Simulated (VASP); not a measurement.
# W (P6/mmm) in VASP: further runs, part 2 of 2

VASP 6.6.1.

## Step 4: Single point, revPBE (18.04 Å³/atom)

This run uses another cell than the first one, of 18.04 Å³/atom.

INCAR reads:

```
PREC = Accurate ; ENCUT = 520
EDIFF = 1E-6 ; ISMEAR = -1
SIGMA = 0.1 ; LREAL = False
LASPH = True ; NELM = 80
ALGO = Normal ; ISIF = 2
LWAVE = False ; LCHARG = False
GGA = RE ; NBANDS = 28
```

KPOINTS reads:

```
Automatic mesh
0
Gamma
  9 9 13
```

POSCAR reads:

```
W
1.0
    4.8236341566      0.0000000000      0.0000000000
   -2.4118170783      4.1773897182      0.0000000000
    0.0000000000      0.0000000000      2.6859503672
W
3
Direct
    0.0000000000      1.0000000000      0.0000000000
    0.3333333333      0.6666666667      0.5000000000
    0.6666666667      0.3333333333      0.5000000000
```

Launch:

```console
cat potpaw_PBE.64/W_sv/POTCAR > POTCAR
mpirun -np 1 vasp_std > vasp.out
```

Wall time 2.2 min (1 thread of Intel Xeon 8259CL, shared host); peak memory 0.23 GiB.

The run converged. Its results:

```
Free energy            : -35.7462 eV
Pressure               : -17.2 GPa
Band gap on the k mesh : zero (bands 21 and 22 overlap by 0.67 eV)
```

Stress tensor (GPa, compression positive):
```
-16.29   0.00   0.00
  0.00 -16.29   0.00
  0.00   0.00 -19.11
```

Levels at points of the mesh, in eV from the Fermi level:
```tsv
k point	band 17	band 18	band 19	band 20	band 21	band 22	band 23	band 24	band 25	band 26
(0.00, 0.00, 0.00)	-2.31	-2.26	-2.26	-2.02	-0.22	-0.22	1.95	1.95	2.03	2.03
```

Caveat: the cell stands under tension; the PAW data sets were made with another functional, which shifts forces and pressure a little; spin-orbit coupling is left out, which moves the levels of the heavy elements.

## Step 5: Single point, revPBE (18.71 Å³/atom)

This run uses another cell than the first one, of 18.71 Å³/atom.

INCAR reads:

```
PREC     = Accurate       # precision mode
ENCUT    = 520            # plane-wave cutoff, eV
EDIFF    = 1E-6           # SCF threshold, eV
ISMEAR   = -1             # smearing method
SIGMA    = 0.1            # smearing width, eV
LREAL    = F              # projectors in reciprocal space
LASPH    = T              # aspherical terms in the spheres
NELM     = 60             # most SCF steps
ALGO     = Normal         # electronic algorithm
ISIF     = 2              # what is computed and relaxed
LWAVE    = F              # write WAVECAR
LCHARG   = T              # write CHGCAR
GGA      = RE             # functional
LELF     = T              # ELF
LVHAR    = T            
NBANDS   = 28             # bands
```

KPOINTS reads:

```
regular mesh
0
Gamma
  9 9 13
```

POSCAR reads:

```
W
1.0
    4.8824647615      0.0000000000      0.0000000000
   -2.4412323807      4.2283385165      0.0000000000
    0.0000000000      0.0000000000      2.7187090880
W
3
Direct
    0.0000000000      1.0000000000      0.0000000000
    0.3333333333      0.6666666667      0.5000000000
    0.6666666667      0.3333333333      0.5000000000
```

Potentials or basis: VASP PAW PBE potentials, release 64 (W_sv).

Launch:

```console
cat potpaw_PBE.64/W_sv/POTCAR > POTCAR
mpirun -np 1 vasp_std > vasp.out
```

OUTCAR:

```text
PREC = Accurate
   ENCUT = 520
   EDIFF = 1E-6
   ISMEAR = -1
   LREAL = F
   LASPH = T
   NELM = 60
   ISIF = 2
   GGA = RE

 ion  position               nearest neighbor table
   1  0.000  0.000  0.000-   2 3.13   3 3.13   2 3.13   3 3.13   2 3.13   2 3.13   3 3.13   3 3.13
                             3 3.13   3 3.13   2 3.13   2 3.13
   2  0.333  0.667  0.500-   3 2.82   3 2.82   3 2.82   1 3.13   1 3.13   1 3.13   1 3.13   1 3.13
                             1 3.13
   3  0.667  0.333  0.500-   2 2.82   2 2.82   2 2.82   1 3.13   1 3.13   1 3.13   1 3.13   1 3.13
                             1 3.13

  LATTYP: Found a hexagonal cell.
 ALAT       =     4.8824647615
 C/A-ratio  =     0.5568312770

  Lattice vectors:

 A1 = (   4.8824647615,   0.0000000000,   0.0000000000)
 A2 = (  -2.4412323807,   4.2283385165,   0.0000000000)
 A3 = (   0.0000000000,   0.0000000000,   2.7187090880)

Analysis of symmetry for initial positions (statically):
=====================================================================
 Subroutine PRICEL returns:
 Original cell was already a primitive cell.

 Routine SETGRP: Setting up the symmetry group for a
[... 167 lines left out ...]
  energy without entropy =      -35.35986565  energy(sigma->0) =      -35.42478946

 E-fermi :   9.0538     XC(G=0): -12.6582

 val. band max:        9.0535793042   @ k =   0.2222  -0.0000   0.4615
 cond. band min:       9.0542794206   @ k =   0.3333   0.1111   0.3077
 fundamental gap:      0.0007001164
 Fermi energy:         9.0537761236

 k-point     1 :       0.0000    0.0000    0.0000
  band No.  band energies     occupation
      1     -65.2212      2.00000
      2     -64.9985      2.00000
      3     -64.9397      2.00000
      4     -29.4110      2.00000
      5     -29.4110      2.00000
      6     -29.3548      2.00000
[... 733 lines left out ...]
     27      12.2848      0.00000
     28      12.8007      0.00000

 [... further k-points ...]

------------------------ aborting loop because EDIFF is reached ----------------------------------------

  FORCE on cell =-STRESS in cart. coord.  units (eV):
  Direction    XX          YY          ZZ          XY          YZ          ZX
  --------------------------------------------------------------------------------------
  -------------------------------------------------------------------------------------
  Total       -7.8881251     -7.8881251     -9.1280107     -0.0000000     -0.0000000      0.0000000
  in kB     -225.1711603   -225.1711603   -260.5644238     -0.0000000     -0.0000000      0.0000000
  external PRESSURE =    -236.9689148 kB  Pullay stress =       0.0000000 kB

 VOLUME and BASIS-vectors are now :
 -----------------------------------------------------------------------------
  energy-cutoff  :      520.00
  volume of cell :       56.13
      direct lattice vectors                 reciprocal lattice vectors
     4.882464761  0.000000000  0.000000000     0.204814586  0.118249757  0.000000000
    -2.441232381  4.228338517  0.000000000     0.000000000  0.236499513  0.000000000
     0.000000000  0.000000000  2.718709088     0.000000000  0.000000000  0.367821627

 POSITION                                       TOTAL-FORCE (eV/Angst)
 -----------------------------------------------------------------------------------
      0.00000      0.00000      0.00000         0.000000      0.000000      0.000000
     -0.00000      2.81889      1.35935         0.000000      0.000000     -0.000000
      2.44123      1.40945      1.35935        -0.000000      0.000000      0.000000
 -----------------------------------------------------------------------------------
    total drift:                                0.000000      0.000000     -0.000000

  FREE ENERGIE OF THE ION-ELECTRON SYSTEM (eV)
  ---------------------------------------------------
  free  energy   TOTEN  =       -35.4897132630 eV

  energy  without entropy=      -35.3598656520  energy(sigma->0) =      -35.42478946
```

OSZICAR:

```text
N       E                     dE             d eps       ncg     rms          rms(c)
DAV:   1     0.477671846332E+03    0.47767E+03   -0.24079E+04  4712   0.171E+03
DAV:   2    -0.159175263149E+02   -0.49359E+03   -0.48408E+03  4988   0.525E+02
DAV:   3    -0.369587409746E+02   -0.21041E+02   -0.20235E+02  5844   0.103E+02
DAV:   4    -0.374547405417E+02   -0.49600E+00   -0.48929E+00  5656   0.145E+01
DAV:   5    -0.374612196203E+02   -0.64791E-02   -0.64767E-02  5228   0.192E+00    0.261E+01
DAV:   6    -0.358485510851E+02    0.16127E+01   -0.28165E+00  5240   0.134E+01    0.908E+00
DAV:   7    -0.355485874751E+02    0.29996E+00   -0.15415E+00  5484   0.906E+00    0.166E+00
DAV:   8    -0.354977148747E+02    0.50873E-01   -0.27778E-01  5588   0.450E+00    0.103E+00
DAV:   9    -0.354897104771E+02    0.80044E-02   -0.22072E-02  5540   0.129E+00    0.199E-01
DAV:  10    -0.354897224433E+02   -0.11966E-04   -0.14567E-03  5500   0.337E-01    0.763E-02
DAV:  11    -0.354897203757E+02    0.20676E-05   -0.73212E-05  5676   0.626E-02    0.296E-02
DAV:  12    -0.354897155064E+02    0.48694E-05   -0.82228E-06  5176   0.245E-02    0.718E-03
DAV:  13    -0.354897135780E+02    0.19284E-05   -0.14000E-06  2960   0.113E-02    0.154E-03
DAV:  14    -0.354897132630E+02    0.31501E-06   -0.12813E-07  2648   0.339E-03
   1 F= -.35489713E+02 E0= -.35424789E+02  d E =-.129848E+00
```

It took 2.5 min on 1 thread of Intel Xeon 8259CL, shared host; peak memory 0.23 GiB.

Results:

```
Free energy            : -35.4897 eV
Pressure               : -23.7 GPa
Band gap on the k mesh : zero (bands 21 and 22 overlap by 0.65 eV)
```

Caveat: the cell stands under tension; the PAW data sets were made with another functional, which shifts forces and pressure a little; spin-orbit coupling is left out, which moves the levels of the heavy elements.

## Step 6: The runs side by side

| cell | gap on the mesh (eV) | pressure (GPa) |
| --- | --- | --- |
| a = 4.701, b = 4.701, c = 2.618 Å, angles 90.0, 90.0, 120.0°, 3 atoms | none | 0.6 |
| a = 4.763, b = 4.763, c = 2.652 Å, angles 90.0, 90.0, 120.0°, 3 atoms | none | -9.2 |
| a = 4.824, b = 4.824, c = 2.686 Å, angles 90.0, 90.0, 120.0°, 3 atoms | none | -17.2 |
| a = 4.882, b = 4.882, c = 2.719 Å, angles 90.0, 90.0, 120.0°, 3 atoms | none | -23.7 |

Alike in all rows: task single point; level revPBE; potentials or basis VASP PAW PBE potentials, release 64 (W_sv); no spin polarisation; k mesh 9 × 9 × 13; cutoff (eV) 520; smearing fermi-dirac 0.1 eV.

Caveats: the PAW data sets were made with another functional, which shifts forces and pressure a little; spin-orbit coupling is left out, which moves the levels of the heavy elements; the cell stands under tension (at least some runs).

Absolute energies hang on the potentials; compare differences alone.
